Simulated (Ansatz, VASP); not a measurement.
**One calculation of Rh, two programs**

```
CELL_PARAMETERS angstrom
0.00000 1.99998 1.99998
1.99998 0.00000 1.99998
1.99998 1.99998 0.00000
ATOMIC_POSITIONS crystal
Rh 0.00000 0.00000 0.00000
```

Alike in both runs: functional PBE; k mesh 17 × 17 × 17; occupations fermi-dirac, width 1 eV; no spin polarisation.

Ansatz relaxed the structure, and its values are those at the end. VASP's run is a single point on that final structure, the one shown.

|  | VASP | Ansatz |
| --- | --- | --- |
| version | VASP 6.6.1 | Ansatz 0.2.0 |
| potentials or method | VASP PAW PBE potentials, release 64 (Rh_pv), cutoff 500 eV | plane-wave PAW DFT |
| valence electrons in the cell | 15 | 17 |

VASP gave:

| Item | Value |
| --- | --- |
| pressure (GPa) | 0.1 |

**Question.** Estimate Ansatz's values.

**Answer.** Pressure (GPa): 0.0.

With one functional, cell and mesh, what is left measures potentials, basis and numerics. VASP's potentials hold 15 valence electrons a cell and Ansatz's 17, so a difference there can come from the potentials and not from the codes.
